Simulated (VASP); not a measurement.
# Ir (Fm-3m) in VASP: further runs

Ir is run at these levels: PBEsol; tasks: elastic constants.

Program: VASP 6.6.1. These are calculated values, not measurements. Logs are shortened: lines on timing, memory, paths and dates and some standing lists are left out, and cuts for length are marked.

## (1) The cell of the first run

The structure is cubic, space group Fm-3m (No. 225). Conventional cell: a = 3.830 Å, b = 3.830 Å, c = 3.830 Å, α = 90.00°, β = 90.00°, γ = 90.00°. Ir (site symmetry m-3m) has 12 Ir at 2.71 Å within 3.6 Å.

## (2) Elastic constants, PBEsol

Input file INCAR:

```
SYSTEM = Ir
PREC = Accurate
ENCUT = 600
EDIFF = 1E-8
ISMEAR = -1
SIGMA = 0.05
LREAL = .False.
LASPH = .True.
NELM = 60
ALGO = Normal
ISIF = 3
LWAVE = .False.
LCHARG = .False.
GGA = PS
NBANDS = 10
IBRION = 6
NFREE = 2
POTIM = 0.015
NSW = 1
```

Input file KPOINTS:

```
Automatic mesh
0
Gamma
  24 24 24
  0 0 0
```

Input file POSCAR:

```
Ir
1.0
    0.0000000000      1.9152318222      1.9152318222
    1.9152318222      0.0000000000      1.9152318222
    1.9152318222      1.9152318222      0.0000000000
Ir
1
Direct
    0.0000000000      0.0000000000      0.0000000000
```

Potentials or basis: VASP PAW PBE potentials, release 64 (Ir).

Started as:

```
$ cat potpaw_PBE.64/Ir/POTCAR > POTCAR
$ mpirun -np 1 vasp_std > vasp.out
```

OUTCAR:

```text
SYSTEM = Ir
   PREC = Accurate
   ENCUT = 600
   EDIFF = 1E-8
   ISMEAR = -1
   LREAL = .False.
   LASPH = .True.
   NELM = 60
   ISIF = 3
   GGA = PS
   IBRION = 6
   NFREE = 2
   POTIM = 0.015
   NSW = 1

 ion  position               nearest neighbor table
   1  0.000  0.000  0.000-

  LATTYP: Found a face centered cubic cell.
 ALAT       =     3.8304636444

  Lattice vectors:

 A1 = (   0.0000000000,   1.9152318222,   1.9152318222)
 A2 = (   1.9152318222,   0.0000000000,   1.9152318222)
 A3 = (   1.9152318222,   1.9152318222,   0.0000000000)

Analysis of symmetry for initial positions (statically):
=====================================================================
 Subroutine PRICEL returns:
 Original cell was already a primitive cell.

 Routine SETGRP: Setting up the symmetry group for a
 face centered cubic supercell.

 Subroutine GETGRP returns: Found 48 space group operations
 (whereof 48 operations were pure point group operations)
 out of a pool of 48 trial point group operations.

The static configuration has the point symmetry O_h .

Analysis of symmetry for dynamics (positions and initial velocities):
=====================================================================
 Subroutine PRICEL returns:
 Original cell was already a primitive cell.

 Routine SETGRP: Setting up the symmetry group for a
 face centered cubic supercell.

 Subroutine GETGRP returns: Found 48 space group operations
 (whereof 48 operations were pure point group operations)
 out of a pool of 48 trial point group operations.

The dynamic configuration has the point symmetry O_h .

 Subroutine INISYM returns: Found 48 space group operations
 (whereof 48 operations are pure point group operations),
 and found     1 'primitive' translations

----------------------------------------------------------------------------------------

                                     Primitive cell

  volume of cell :      14.0506

  direct lattice vectors                    reciprocal lattice vectors
     0.000000000  1.915231822  1.915231822    -0.261065002  0.261065002  0.261065002
     1.915231822  0.000000000  1.915231822     0.261065002 -0.261065002  0.261065002
     1.915231822  1.915231822  0.000000000     0.261065002  0.261065002 -0.261065002

  length of vectors
     2.708546818  2.708546818  2.708546818     0.452177848  0.452177848  0.452177848

  position of ions in fractional coordinates (direct lattice)
     0.000000000  0.000000000  0.000000000

  ion indices of the primitive-cell ions
   primitive index   ion index
                 1           1

----------------------------------------------------------------------------------------

 KPOINTS: Automatic mesh

Automatic generation of k-mesh.
 Grid dimensions read from file:
 generate k-points for:   24   24   24

 Generating k-lattice:

  Cartesian coordinates                     Fractional coordinates (reciprocal lattice)
    -0.010877708  0.010877708  0.010877708     0.041666667  0.000000000  0.000000000
     0.010877708 -0.010877708  0.010877708     0.000000000  0.041666667  0.000000000
     0.010877708  0.010877708 -0.010877708     0.000000000  0.000000000  0.041666667

  Length of vectors
[... 96 lines left out ...]
 number of electron       9.0000000 magnetization

 Free energy of the ion-electron system (eV)
  ---------------------------------------------------
  ext. energy  EPLUGINS =         0.00000000
  ---------------------------------------------------
  free energy    TOTEN  =        -9.82272243 eV

  energy without entropy =       -9.81513083  energy(sigma->0) =       -9.81892663

------------------------ aborting loop because EDIFF is reached ----------------------------------------

  FORCE on cell =-STRESS in cart. coord.  units (eV):
  Direction    XX          YY          ZZ          XY          YZ          ZX
  --------------------------------------------------------------------------------------
  -------------------------------------------------------------------------------------
  Total        0.0942415      0.0942415      0.0942415      0.0000000      0.0000000      0.0000000
  in kB       10.7462934     10.7462934     10.7462934      0.0000000      0.0000000      0.0000000
  external PRESSURE =      10.7462934 kB  Pullay stress =       0.0000000 kB
[... 86 lines left out ...]
  FREE ENERGIE OF THE ION-ELECTRON SYSTEM (eV)
  ---------------------------------------------------
  free  energy   TOTEN  =        -9.8146682551 eV

  energy  without entropy=       -9.8072702313  energy(sigma->0) =       -9.81096924

[... ionic steps 4 to 12 ...]

--------------------------------------- Ionic step       13  -------------------------------------------

 number of electron       9.0000000 magnetization

------------------------ aborting loop because EDIFF is reached ----------------------------------------
[... 65 lines left out ...]
--------------------------------------- Ionic step       15  -------------------------------------------

 number of electron       9.0000000 magnetization

 Free energy of the ion-electron system (eV)
  ---------------------------------------------------
  ext. energy  EPLUGINS =         0.00000000
  ---------------------------------------------------
  free energy    TOTEN  =        -9.82272248 eV

  energy without entropy =       -9.81513088  energy(sigma->0) =       -9.81892668

 E-fermi :  10.3690     XC(G=0): -14.1415

 val. band max:       10.3677178570   @ k =   0.4167   0.0833   0.0417
 cond. band min:      10.3716306486   @ k =   0.5000   0.4583   0.0417
 fundamental gap:      0.0039127916
 Fermi energy:        10.3689998244

 k-point     1 :       0.0000    0.0000    0.0000
  band No.  band energies     occupation
      1      -0.8996      2.00000
      2       6.4221      2.00000
      3       6.4221      2.00000
      4       6.4221      2.00000
      5       9.1676      2.00000
      6       9.1676      2.00000
      7      24.6705      0.00000
      8      30.2852      0.00000
      9      30.2852      0.00000
     10      30.2852      0.00000
[... 287 lines left out ...]
 k-point    24 :       0.4583    0.0417    0.0000
  band No.  band energies     occupation
      1       2.2211      2.00000
      2       6.2917      2.00000
      3       6.4302      2.00000
      4       8.7344      2.00000
      5      11.2293      0.00000
      6      11.3387      0.00000
      7      18.2990      0.00000
      8      24.5118      0.00000
      9      30.2418      0.00000
     10      30.5966      0.00000

 [... further k-points ...]

------------------------ aborting loop because EDIFF is reached ----------------------------------------

  FORCE on cell =-STRESS in cart. coord.  units (eV):
  Direction    XX          YY          ZZ          XY          YZ          ZX
  --------------------------------------------------------------------------------------
  -------------------------------------------------------------------------------------
  Total        0.0942271      0.0942271      0.0942271     -0.0000000      0.0000000     -0.0000000
  in kB       10.7446529     10.7446529     10.7446529     -0.0000000      0.0000000     -0.0000000
  external PRESSURE =      10.7446529 kB  Pullay stress =       0.0000000 kB
[... 16 lines left out ...]
  FREE ENERGIE OF THE ION-ELECTRON SYSTEM (eV)
  ---------------------------------------------------
  free  energy   TOTEN  =        -9.8227224764 eV

  energy  without entropy=       -9.8151308778  energy(sigma->0) =       -9.81892668

 INTERNAL STRAIN TENSORS FROM STRAINED CELLS
 ============================================

 INTERNAL STRAIN TENSOR FOR ION    1 for displacements in x,y,z  (eV/Angst):
          X           Y           Z          XY          YZ          ZX
  --------------------------------------------------------------------------------
  x    -0.00000     0.00000     0.00000     0.00000     0.00000    -0.00000
  y     0.00000     0.00000     0.00000     0.00000     0.00000     0.00000
  z    -0.00000     0.00000    -0.00000    -0.00000    -0.00000     0.00000

 INTERNAL STRAIN TENSORS FROM DISPLACED ATOMS
 ============================================

 INTERNAL STRAIN TENSOR FOR ION    1 for displacements in x,y,z  (eV/Angst):
          X           Y           Z          XY          YZ          ZX
  --------------------------------------------------------------------------------
  x     0.00000     0.00000     0.00000     0.00000     0.00000     0.00000
  y     0.00000     0.00000     0.00000     0.00000     0.00000     0.00000
  z     0.00000     0.00000     0.00000     0.00000     0.00000     0.00000

 Eigenvectors and eigenvalues of the dynamical matrix
 ----------------------------------------------------

   1 f  =    0.000000 THz     0.000000 2PiTHz    0.000000 cm-1     0.000000 meV
             X         Y         Z           dx          dy          dz
      0.000000  0.000000  0.000000    -0.912159    0.409837    0.000000

   2 f  =    0.000000 THz     0.000000 2PiTHz    0.000000 cm-1     0.000000 meV
             X         Y         Z           dx          dy          dz
      0.000000  0.000000  0.000000     0.000000    0.000000    1.000000

   3 f  =    0.000000 THz     0.000000 2PiTHz    0.000000 cm-1     0.000000 meV
             X         Y         Z           dx          dy          dz
      0.000000  0.000000  0.000000     0.409837    0.912159    0.000000

--------------------------------------------------------------------------------------------------------

 ELASTIC MODULI CONTR FROM IONIC RELAXATION (kBar)
 Direction    XX          YY          ZZ          XY          YZ          ZX
 --------------------------------------------------------------------------------
 XX           0.0000      0.0000      0.0000      0.0000      0.0000      0.0000
 YY           0.0000      0.0000      0.0000      0.0000      0.0000      0.0000
 ZZ           0.0000      0.0000      0.0000      0.0000      0.0000      0.0000
 XY           0.0000      0.0000      0.0000      0.0000      0.0000      0.0000
 YZ           0.0000      0.0000      0.0000      0.0000      0.0000      0.0000
 ZX           0.0000      0.0000      0.0000      0.0000      0.0000      0.0000
 --------------------------------------------------------------------------------

 TOTAL ELASTIC MODULI (kBar)
 Direction    XX          YY          ZZ          XY          YZ          ZX
 --------------------------------------------------------------------------------
 XX        6520.3589   2645.4065   2645.4065      0.0000      0.0000     -0.0000
 YY        2645.4065   6520.3589   2645.4065      0.0000     -0.0000      0.0000
 ZZ        2645.4065   2645.4065   6520.3589      0.0000      0.0000      0.0000
 XY           0.0000      0.0000      0.0000   2813.8625     -0.0000      0.0000
 YZ           0.0000     -0.0000      0.0000     -0.0000   2813.8625     -0.0000
 ZX          -0.0000      0.0000      0.0000      0.0000     -0.0000   2813.8625
 --------------------------------------------------------------------------------
```

It took 21 min on 1 thread of Intel Xeon Platinum 8559C (Emerald Rapids), shared host; peak memory 1.2 GiB.

Results:

| Property | Result |
| --- | --- |
| Elastic constants C11, C12, C44 | 652, 265, 281 GPa |
| Voigt bulk modulus | 394 GPa |

Elastic tensor in Voigt notation (GPa, in the Cartesian axes of the cell as first typed):
```
652 265 265   0   0   0
265 652 265   0   0   0
265 265 652   0   0   0
  0   0   0 281   0   0
  0   0   0   0 281   0
  0   0   0   0   0 281
```

Clamped-ion elastic tensor (GPa):
```
652 265 265   0   0   0
265 652 265   0   0   0
265 265 652   0   0   0
  0   0   0 281   0   0
  0   0   0   0 281   0
  0   0   0   0   0 281
```

Caveat: the cell is under stress, which shifts elastic constants; the PAW data sets were made with another functional, which shifts forces and pressure a little; spin-orbit coupling is left out, which moves the levels of the heavy elements.

## (3) Elastic constants, PBEsol

This run uses another cell than the first one, of 13.98 Å³/atom.

Input file INCAR:

```
SYSTEM = Ir
PREC = Accurate
ENCUT = 600
EDIFF = 1E-8
ISMEAR = -1
SIGMA = 0.05
LREAL = .FALSE.
LASPH = .TRUE.
NELM = 60
ALGO = Normal
ISIF = 3
LWAVE = .FALSE.
LCHARG = .TRUE.
GGA = PS
NBANDS = 10
IBRION = 6
NFREE = 2
POTIM = 0.015
NSW = 1
```

Input file KPOINTS:

```
Automatic mesh
0
G
  24 24 24
  0 0 0
```

Input file POSCAR:

```
Ir
1.0
    0.0000000000      1.9120268352      1.9120268352
    1.9120268352      0.0000000000      1.9120268352
    1.9120268352      1.9120268352      0.0000000000
Ir
1
Direct
    0.0000000000      0.0000000000      0.0000000000
```

Potentials or basis: VASP PAW PBE potentials, release 64 (Ir).

Started as:

```
$ cat potpaw_PBE.64/Ir/POTCAR > POTCAR
$ mpirun -np 1 vasp_std > vasp.out
```

It took 17 min on 1 thread of Intel Xeon 6975P-C (Granite Rapids), shared host; peak memory 1.2 GiB.

The run converged. Its results:

| Quantity | Value |
| --- | --- |
| Elastic constants C11, C12, C44 | 664, 271, 287 GPa |
| Voigt bulk modulus | 402 GPa |

Elastic tensor in Voigt notation (GPa, in the Cartesian axes of the cell as first typed):
```
664 271 271   0   0   0
271 664 271   0   0   0
271 271 664   0   0   0
  0   0   0 287   0   0
  0   0   0   0 287   0
  0   0   0   0   0 287
```

Clamped-ion elastic tensor (GPa):
```
664 271 271   0   0   0
271 664 271   0   0   0
271 271 664   0   0   0
  0   0   0 287   0   0
  0   0   0   0 287   0
  0   0   0   0   0 287
```

Caveat: the cell is under stress, which shifts elastic constants; the PAW data sets were made with another functional, which shifts forces and pressure a little; spin-orbit coupling is left out, which moves the levels of the heavy elements.
